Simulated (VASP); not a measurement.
# Mg2NCl (R-3m) in VASP: settings compared

The runs below take Mg2NCl through single point, with r2SCAN, PBE.

Everything below comes from runs of VASP 6.6.1. Logs are shortened: lines on timing, memory, paths and dates and some standing lists are left out, and cuts for length are marked.

**1. The cell of the first run**

The structure is trigonal, space group R-3m (No. 166). Conventional cell: a = 3.358 Å, b = 3.358 Å, c = 18.163 Å, α = 90.00°, β = 90.00°, γ = 120.00°. Mg (site symmetry 3m) has 3 N at 2.19 Å and 3 Cl at 2.79 Å and 3 Mg at 2.82 Å within 2.9 Å. Within 2.9 Å of N (site symmetry -3m) lie 6 Mg at 2.19 Å. Cl (site symmetry -3m) has 6 Mg at 2.79 Å and 6 Cl at 3.36 Å and 6 N at 3.59 Å within 3.7 Å.

**2. Single point, r2SCAN (14.78 Å³/atom)**

The input, POSCAR:

```
Mg2NCl
1.0
    1.6789072465      0.9693175507      6.0544217066
   -1.6789072465      0.9693175507      6.0544217066
    0.0000000000     -1.9386351014      6.0544217066
Mg N Cl
2 1 1
Direct
    0.2229104119      0.2229104119      0.2229104119
    0.7770895881      0.7770895881      0.7770895881
    0.5000000000      0.5000000000      0.5000000000
    0.0000000000      0.0000000000      0.0000000000
```

The input, INCAR.step1:

```
SYSTEM = Mg2NCl
PREC = Accurate
ENCUT = 520
ISMEAR = 0
SIGMA = 0.01
LREAL = .FALSE.
LASPH = .TRUE.
NELM = 80
NBANDS = 16
GGA = PE
ALGO = Normal
EDIFF = 1E-4
LWAVE = .TRUE.
LCHARG = .FALSE.
```

The input, INCAR.step2:

```
SYSTEM = Mg2NCl
PREC = Accurate
ENCUT = 520
EDIFF = 1E-6
ISMEAR = 0
SIGMA = 0.01
LREAL = .FALSE.
LASPH = .TRUE.
NELM = 80
ALGO = Normal
ISIF = 2
LWAVE = .FALSE.
LCHARG = .FALSE.
METAGGA = R2SCAN
LMIXTAU = .TRUE.
NBANDS = 16
ISTART = 1
```

The input, KPOINTS:

```
Automatic mesh
0
G
  8 8 8
  0 0 0
```

Potentials or basis: VASP PAW PBE potentials, release 64 (Mg, N, Cl).

Launch:

```sh
$ cat potpaw_PBE.64/Mg/POTCAR potpaw_PBE.64/N/POTCAR potpaw_PBE.64/Cl/POTCAR > POTCAR
$ cp INCAR.step1 INCAR
$ mpirun -np 1 vasp_std > vasp.out
$ cp INCAR.step2 INCAR
$ mpirun -np 1 vasp_std > vasp.out
```

OUTCAR:

```text
SYSTEM = Mg2NCl
   PREC = Accurate
   ENCUT = 520
   EDIFF = 1E-6
   ISMEAR = 0
   LREAL = .FALSE.
   LASPH = .TRUE.
   NELM = 80
   ISIF = 2
   METAGGA = R2SCAN
   ISTART = 1

 ion  position               nearest neighbor table
   1  0.223  0.223  0.223-   3 2.19   3 2.19   3 2.19   4 2.79   4 2.79   4 2.79   2 2.82   2 2.82
                             2 2.82
   2  0.777  0.777  0.777-   3 2.19   3 2.19   3 2.19   4 2.79   4 2.79   4 2.79   1 2.82   1 2.82
                             1 2.82
   3  0.500  0.500  0.500-   1 2.19   2 2.19   1 2.19   1 2.19   2 2.19   2 2.19
   4  0.000  0.000  0.000-   2 2.79   1 2.79   2 2.79   2 2.79   1 2.79   1 2.79

  LATTYP: Found a trigonal (rhomboedric) cell.
 ALAT       =     6.3572264595
 COS(alpha) =     0.8605084056

  Lattice vectors:

 A1 = (   1.6789072465,   0.9693175507,   6.0544217066)
 A2 = (  -1.6789072465,   0.9693175507,   6.0544217066)
 A3 = (   0.0000000000,  -1.9386351014,   6.0544217066)

Analysis of symmetry for initial positions (statically):
=====================================================================
 Subroutine PRICEL returns:
 Original cell was already a primitive cell.

 Routine SETGRP: Setting up the symmetry group for a
 trigonal (rhombohedral) supercell.

 Subroutine GETGRP returns: Found 12 space group operations
 (whereof 12 operations were pure point group operations)
 out of a pool of 12 trial point group operations.

The static configuration has the point symmetry D_3d.

Analysis of symmetry for dynamics (positions and initial velocities):
=====================================================================
 Subroutine PRICEL returns:
 Original cell was already a primitive cell.

 Routine SETGRP: Setting up the symmetry group for a
 trigonal (rhombohedral) supercell.

 Subroutine GETGRP returns: Found 12 space group operations
 (whereof 12 operations were pure point group operations)
 out of a pool of 12 trial point group operations.

The dynamic configuration has the point symmetry D_3d.

 Subroutine INISYM returns: Found 12 space group operations
 (whereof 12 operations are pure point group operations),
 and found     1 'primitive' translations

----------------------------------------------------------------------------------------

                                     Primitive cell

  volume of cell :      59.1176

  direct lattice vectors                    reciprocal lattice vectors
     1.678907246  0.969317551  6.054421707     0.297812759  0.171942277  0.055056180
    -1.678907246  0.969317551  6.054421707    -0.297812759  0.171942277  0.055056180
     0.000000000 -1.938635101  6.054421707     0.000000000 -0.343884554  0.055056180

  length of vectors
     6.357226460  6.357226460  6.357226460     0.348263936  0.348263936  0.348263936

  position of ions in fractional coordinates (direct lattice)
     0.222910412  0.222910412  0.222910412
     0.777089588  0.777089588  0.777089588
     0.500000000  0.500000000  0.500000000
     0.000000000  0.000000000  0.000000000

  ion indices of the primitive-cell ions
   primitive index   ion index
                 1           1
                 2           2
                 3           3
                 4           4

----------------------------------------------------------------------------------------

 KPOINTS: Automatic mesh

Automatic generation of k-mesh.
 Grid dimensions read from file:
 generate k-points for:    8    8    8

 Generating k-lattice:

  Cartesian coordinates                     Fractional coordinates (reciprocal lattice)
     0.037226595  0.021492785  0.006882023     0.125000000  0.000000000  0.000000000
    -0.037226595  0.021492785  0.006882023     0.000000000  0.125000000  0.000000000
     0.000000000 -0.042985569  0.006882023     0.000000000  0.000000000  0.125000000

  Length of vectors
     0.043532992  0.043532992  0.043532992

  Shift w.r.t. Gamma in fractional coordinates (k-lattice)
     0.000000000  0.000000000  0.000000000

 Subroutine IBZKPT returns following result:
 ===========================================

 Found     65 irreducible k-points:

 Following reciprocal coordinates:
            Coordinates               Weight
  0.000000  0.000000  0.000000      1.000000
  0.125000 -0.000000  0.000000      6.000000
  0.250000 -0.000000  0.000000      6.000000
  0.375000 -0.000000 -0.000000      6.000000
  0.500000 -0.000000  0.000000      3.000000
  0.125000  0.125000  0.000000      6.000000
[... 16 lines left out ...]
  0.250000  0.125000  0.125000      6.000000
  0.375000  0.125000  0.125000      6.000000
 [... further k-points ...]
   k-points           NKPTS =     65   k-points in BZ     NKDIM =     65   number of bands    NBANDS=     16
   number of dos      NEDOS =    301   number of ions     NIONS =      4
   total plane-waves  NPLWV = 110592
   dimension x,y,z NGX =    48 NGY =   48 NGZ =   48
   dimension x,y,z NGXF=    96 NGYF=   96 NGZF=   96
   ions per type =               2   1   1
   NGX,Y,Z   is equivalent  to a cutoff of  12.55, 12.55, 12.55 a.u.
   NGXF,Y,Z  is equivalent  to a cutoff of  25.10, 25.10, 25.10 a.u.
 SYSTEM =  Mg2NCl
   PREC   = accura    normal or accurate (medium, high low for compatibility)
   ISTART =      1    job   : 0-new  1-cont  2-samecut
   ICHARG =      0    charge: 1-file 2-atom 10-const
   ISPIN  =      1    spin polarized calculation?
   LNONCOLLINEAR =      F non collinear calculations
   LSORBIT =      F    spin-orbit coupling
   LASPH  =      T    aspherical Exc in radial PAW
   ENCUT  =  520.0 eV  38.22 Ry    6.18 a.u.  11.82 11.82 11.82*2*pi/ulx,y,z
   NELM   =     80;   NELMIN=  2; NELMDL=  0     # of ELM steps
   EDIFF  = 0.1E-05   stopping-criterion for ELM
   LREAL  =      F    real-space projection
   EDIFFG = 0.1E-04   stopping-criterion for IOM
   NSW    =      0    number of steps for IOM
   IBRION =     -1    ionic relax: 0-MD 1-quasi-New 2-CG
   NFREE  =      0    steps in history (QN), initial steepest desc. (CG)
   ISIF   =      2    stress and relaxation
   ISYM   =      2    0-nonsym 1-usesym 2-fastsym
   POTIM  = 0.5000    time-step for ionic-motion
   TEBEG  =    0.0;   TEEND  =   0.0 temperature during run
   PSTRESS=    0.0 pullay stress
   NELECT =      16.0000    total number of electrons
   NUPDOWN=      -1.0000    fix difference up-down
   EMIN   =  10.00;   EMAX   =-10.00  energy-range for DOS
   EFERMI =   0.00;   METHOD = LEGACY
   ISMEAR =     0;   SIGMA  =   0.01  broadening in eV -4-tet -1-fermi 0-gaus
   EFERMI_NEDOS =   21; number of points for ismear=-14 and -15
   IALGO  =     38    algorithm
   IMIX   =      4    mixing-type and parameters
     AMIX     =   0.40;   BMIX     =  1.00
     AMIX_MAG =   1.60;   BMIX_MAG =  1.00
  volume/ion in A,a.u.               =      14.78        99.74
  Fermi-wavevector in a.u.,A,eV,Ry     =   1.058951  2.001128 15.257268  1.121378
  Thomas-Fermi vector in A             =   2.194279
   LORBIT       =      0    0 simple, 1 ext, 2 COOP (PROOUT), +10 PAW based schemes
   METAGGA = R2SCAN    functional components
   LHFCALC =     F    Hartree Fock is set to
   AEXX    =    0.0000 exact exchange contribution
   IVDW    =     0    specifies the selected vdW correction
   LEPSILON=     F    determine dielectric tensor
   LRPA    =     F    only Hartree local field effects (RPA)
 non-spin polarized calculation
 Gauss-broadening in eV      SIGMA  =   0.01
  energy-cutoff  :      520.00
  volume of cell :       59.12
 maximum number of plane-waves:      1606
   NGX = 23   NGY = 23   NGZ = 23

 number of electron      16.0000001 magnetization

 Free energy of the ion-electron system (eV)
  ---------------------------------------------------
  ext. energy  EPLUGINS =         0.00000000
  ---------------------------------------------------
  free energy    TOTEN  =       -29.01988065 eV

  energy without entropy =      -29.01988065  energy(sigma->0) =      -29.01988065

 E-fermi :   3.7561     XC(G=0): -10.2249

 val. band max:        3.6354435523   @ k =   0.0000   0.0000   0.0000
 cond. band min:       6.3020462727   @ k =   0.0000   0.0000   0.0000
 fundamental gap:      2.6666027204
 Fermi energy:         3.7561432434

 k-point     1 :       0.0000    0.0000    0.0000
  band No.  band energies     occupation
      1     -13.5889      2.00000
      2      -9.7647      2.00000
      3      -2.7106      2.00000
      4       0.9972      2.00000
      5       0.9972      2.00000
      6       2.5946      2.00000
[... 8 lines left out ...]
     15      14.4343      0.00000
     16      14.4343      0.00000

 k-point     2 :       0.1250   -0.0000    0.0000
  band No.  band energies     occupation
      1     -13.4809      2.00000
      2      -9.6571      2.00000
      3      -2.5308      2.00000
      4       0.3362      2.00000
      5       0.8705      2.00000
      6       2.5690      2.00000
[... 8 lines left out ...]
     15      13.9975      0.00000
     16      14.6133      0.00000

 k-point     3 :       0.2500   -0.0000    0.0000
  band No.  band energies     occupation
      1     -13.2026      2.00000
      2      -9.3776      2.00000
      3      -2.0483      2.00000
      4      -0.9705      2.00000
      5       0.5858      2.00000
      6       1.3809      2.00000
[... 8 lines left out ...]
     15      14.1664      0.00000
     16      15.5269      0.00000

 k-point     4 :       0.3750   -0.0000   -0.0000
  band No.  band energies     occupation
      1     -12.8941      2.00000
      2      -9.0634      2.00000
      3      -2.0845      2.00000
      4      -1.4474      2.00000
      5       0.2611      2.00000
      6       0.3261      2.00000
[... 8 lines left out ...]
     15      13.8905      0.00000
     16      16.3361      0.00000
[... 324 lines left out ...]
 k-point    22 :       0.1250    0.1250    0.1250
  band No.  band energies     occupation
      1     -13.5853      2.00000
      2      -9.7809      2.00000
      3      -2.6246      2.00000
      4       0.9983      2.00000
      5       0.9983      2.00000
      6       2.3487      2.00000
[... 8 lines left out ...]
     15      14.5137      0.00000
     16      14.5137      0.00000

 k-point    23 :       0.2500    0.1250    0.1250
  band No.  band energies     occupation
      1     -13.4758      2.00000
      2      -9.6799      2.00000
      3      -2.4049      2.00000
      4       0.3218      2.00000
      5       0.8745      2.00000
      6       2.2119      2.00000
[... 8 lines left out ...]
     15      14.1161      0.00000
     16      14.7818      0.00000

 k-point    24 :       0.3750    0.1250    0.1250
  band No.  band energies     occupation
      1     -13.1979      2.00000
      2      -9.3974      2.00000
      3      -1.9428      2.00000
      4      -0.9827      2.00000
      5       0.5892      2.00000
      6       1.3907      2.00000
[... 8 lines left out ...]
     15      14.2545      0.00000
     16      15.5606      0.00000

 [... further k-points ...]
[... 5 lines left out ...]
  --------------------------------------------------------------------------------------
  -------------------------------------------------------------------------------------
  Total       -2.1322954     -2.1322954     -1.8252074     -0.0000000      0.0000000      0.0000000
  in kB      -57.7884766    -57.7884766    -49.4659204     -0.0000000      0.0000000      0.0000000
  external PRESSURE =     -55.0142912 kB  Pullay stress =       0.0000000 kB

 VOLUME and BASIS-vectors are now :
 -----------------------------------------------------------------------------
  energy-cutoff  :      520.00
  volume of cell :       59.12
      direct lattice vectors                 reciprocal lattice vectors
     1.678907246  0.969317551  6.054421707     0.297812759  0.171942277  0.055056180
    -1.678907246  0.969317551  6.054421707    -0.297812759  0.171942277  0.055056180
     0.000000000 -1.938635101  6.054421707     0.000000000 -0.343884554  0.055056180

 POSITION                                       TOTAL-FORCE (eV/Angst)
 -----------------------------------------------------------------------------------
      0.00000      0.00000      4.04878        -0.000000      0.000000     -0.314143
      0.00000      0.00000     14.11448        -0.000000     -0.000000      0.314143
      0.00000      0.00000      9.08163        -0.000000      0.000000     -0.000000
      0.00000      0.00000      0.00000         0.000000     -0.000000     -0.000000
 -----------------------------------------------------------------------------------
    total drift:                               -0.000000      0.000000     -0.000000

  FREE ENERGIE OF THE ION-ELECTRON SYSTEM (eV)
  ---------------------------------------------------
  free  energy   TOTEN  =       -29.0198806511 eV

  energy  without entropy=      -29.0198806511  energy(sigma->0) =      -29.01988065
```

Wall time 5.1 min (1 thread of Intel Xeon 6975P-C (Granite Rapids), shared host); peak memory 0.39 GiB.

Results:

```yaml
Free_energy: -29.0199 eV
Pressure: -5.5 GPa
Largest_force: 0.314 eV/Å
Band_gap_on_the_k_mesh: 2.67 eV
```

Forces in eV/Å, atoms in the order of the input:
```
Mg   0.000  0.000 -0.314
Mg   0.000  0.000  0.314
N    0.000  0.000  0.000
Cl   0.000  0.000  0.000
```

Caveat: the cell stands under tension; the PAW data sets were made with another functional, which shifts forces and pressure a little.

**3. Single point, PBE**

This run uses another cell than the first one, of 13.94 Å³/atom.

The input, INCAR:

```
SYSTEM = Mg2NCl
PREC = Accurate
ENCUT = 520
EDIFF = 1E-7
ISMEAR = 0
SIGMA = 0.01
LREAL = .False.
LASPH = .True.
NELM = 80
ALGO = Normal
ISIF = 2
LWAVE = .False.
LCHARG = .False.
GGA = PE
NBANDS = 16
```

The input, KPOINTS:

```
Automatic mesh
0
Gamma
  10 10 10
  0 0 0
```

The input, POSCAR:

```
Mg2NCl
1.0
    1.6466125274      0.9506721860      5.9379615217
   -1.6466125274      0.9506721860      5.9379615217
    0.0000000000     -1.9013443719      5.9379615217
Mg N Cl
2 1 1
Direct
    0.2229104119      0.2229104119      0.2229104119
    0.7770895881      0.7770895881      0.7770895881
    0.5000000000      0.5000000000      0.5000000000
    0.0000000000      0.0000000000      0.0000000000
```

Potentials or basis: VASP PAW PBE potentials, release 64 (Mg, N, Cl).

Launch:

```sh
$ cat potpaw_PBE.64/Mg/POTCAR potpaw_PBE.64/N/POTCAR potpaw_PBE.64/Cl/POTCAR > POTCAR
$ mpirun -np 1 vasp_std > vasp.out
```

It took 2.2 min on 1 thread of Intel Xeon 6975P-C (Granite Rapids), shared host; peak memory 0.38 GiB.

The run converged. Its results:

```yaml
Free_energy: -17.7964 eV
Pressure: 2.1 GPa
Largest_force: 0.039 eV/Å
Band_gap_on_the_k_mesh: 2.40 eV
```

Forces in eV/Å, atoms in the order of the input:
```
Mg   0.000  0.000  0.039
Mg   0.000  0.000 -0.039
N    0.000  0.000  0.000
Cl   0.000  0.000  0.000
```

Levels at points of the mesh, in eV from the valence-band top:
| k point | band 5 | band 6 | band 7 | band 8 | band 9 | band 10 | band 11 | band 12 |
| --- | --- | --- | --- | --- | --- | --- | --- | --- |
| (0.00, 0.00, 0.00) | -2.42 | -1.01 | 0.00 | 0.00 | 2.40 | 5.42 | 8.61 | 8.98 |
| (0.50, 0.00, 0.00) | -3.94 | -3.25 | -1.50 | -0.79 | 4.40 | 5.93 | 6.32 | 7.34 |
| (0.50, 0.50, 0.00) | -3.27 | -3.03 | -0.81 | -0.73 | 3.24 | 4.05 | 5.41 | 8.92 |
| (0.50, 0.50, 0.50) | -2.41 | -2.41 | -0.03 | -0.03 | 4.72 | 4.99 | 7.16 | 8.40 |

A k mesh can miss the band edges.

**4. Single point, r2SCAN**

This run uses another cell than the first one, of 13.94 Å³/atom.

POSCAR is that of step 3.

The input, INCAR.step1:

```
PREC = Accurate
ENCUT = 520
ISMEAR = 0
SIGMA = 0.01
LREAL = F
LASPH = T
NELM = 100
NBANDS = 16
GGA = PE
ALGO = Normal
EDIFF = 1E-4
LWAVE = T
LCHARG = F
```

The input, INCAR.step2:

```
PREC = Accurate
ENCUT = 520
EDIFF = 1E-6
ISMEAR = 0
SIGMA = 0.01
LREAL = F
LASPH = T
NELM = 100
ALGO = Normal
ISIF = 2
LWAVE = F
LCHARG = F
METAGGA = R2SCAN
LMIXTAU = T
NBANDS = 16
ISTART = 1
```

The input, KPOINTS:

```
regular mesh
0
Gamma
  10 10 10
```

Launch:

```sh
$ cat potpaw_PBE.64/Mg/POTCAR potpaw_PBE.64/N/POTCAR potpaw_PBE.64/Cl/POTCAR > POTCAR
$ cp INCAR.step1 INCAR
$ mpirun -np 1 vasp_std > vasp.out
$ cp INCAR.step2 INCAR
$ mpirun -np 1 vasp_std > vasp.out
```

Run time: 7.6 min. Hardware: 1 thread of Intel Xeon 6975P-C (Granite Rapids), shared host; peak memory 0.43 GiB.

The run converged. Its results:

- Free energy: -29.0837 eV
- Pressure: -0.5 GPa
- Largest force: 0.068 eV/Å
- Band gap on the k mesh: 3.08 eV

Forces in eV/Å, atoms in the order of the input:
```
Mg   0.000  0.000 -0.068
Mg   0.000  0.000  0.068
N    0.000  0.000  0.000
Cl   0.000  0.000  0.000
```

Stress tensor (GPa, compression positive):
```
-0.50  0.00  0.00
 0.00 -0.50  0.00
 0.00  0.00 -0.64
```

Levels at points of the mesh, in eV from the valence-band top:
```csv
k point,band 5,band 6,band 7,band 8,band 9,band 10,band 11,band 12
"(0.00, 0.00, 0.00)",-2.64,-1.05,0.00,0.00,3.08,6.09,9.56,9.61
"(0.50, 0.00, 0.00)",-3.96,-3.49,-1.50,-0.81,4.95,6.61,6.90,8.16
"(0.50, 0.50, 0.00)",-3.51,-3.13,-0.84,-0.75,3.81,4.66,5.95,9.51
"(0.50, 0.50, 0.50)",-2.63,-2.63,-0.03,-0.03,5.43,5.73,7.79,9.19
```

Caveat: the PAW data sets were made with another functional, which shifts forces and pressure a little.

**5. Summary**

| level | cell | k mesh | gap on the mesh (eV) | pressure (GPa) | largest force (eV/Å) |
| --- | --- | --- | --- | --- | --- |
| r2SCAN | a = 6.357 Å, angles 30.6°, 4 atoms | 8 × 8 × 8 | 2.67 | -5.5 | 0.31 |
| PBE | a = 6.235 Å, angles 30.6°, 4 atoms | 10 × 10 × 10 | 2.40 | 2.1 | 0.04 |
| r2SCAN | a = 6.235 Å, angles 30.6°, 4 atoms | 10 × 10 × 10 | 3.08 | -0.5 | 0.07 |

Alike in all rows: task single point; potentials or basis VASP PAW PBE potentials, release 64 (Mg, N, Cl); no spin polarisation; cutoff (eV) 520; smearing gaussian 0.01 eV.

Caveats: the PAW data sets were made with another functional, which shifts forces and pressure a little (at least some runs); the cell stands under tension (at least some runs).

Absolute energies hang on the potentials; compare differences alone.
